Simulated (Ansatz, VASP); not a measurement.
Ga2As5 in VASP and in Ansatz

```
CELL_PARAMETERS angstrom
5.52230 0.00000 0.00000
-2.76115 4.78246 0.00000
0.00000 0.00000 10.07817
ATOMIC_POSITIONS crystal
Ga 0.00000 0.00000 0.26679
Ga 0.00000 0.00000 0.73321
As 0.50000 0.00000 0.00000
As 0.00000 0.50000 0.00000
As 0.50000 0.50000 0.00000
As 0.00000 0.00000 0.00000
As 0.00000 0.00000 0.50000
```

Alike in both runs: functional PBE; k mesh 4 × 4 × 2; occupations gaussian, width 0.2 eV; no spin polarisation.

Ansatz relaxed the structure, and its values are those at the end. VASP's run is a single point on that final structure, the one shown.

|  | VASP | Ansatz |
| --- | --- | --- |
| version | VASP 6.6.1 | Ansatz 0.2.0 |
| potentials or method | VASP PAW PBE potentials, release 64 (Ga_d, As), cutoff 500 eV | scalar-relativistic, plane waves, PAW |
| valence electrons in the cell | 51 | 101 |

Ansatz gave:

* gap on the k mesh at the Fermi level (eV): none
* pressure (GPa): 0.1
* rms of the force components (eV/Å): 0.006

Q: What did VASP give for the same quantities?

A: gap on the k mesh at the Fermi level (eV): none; pressure (GPa): 0.2; rms of the force components (eV/Å): 0.001.

A gap of «none» marks a metal or a gap that the smearing closes. VASP's potentials hold 51 valence electrons a cell and Ansatz's 101, so a difference there can come from the potentials and not from the codes.
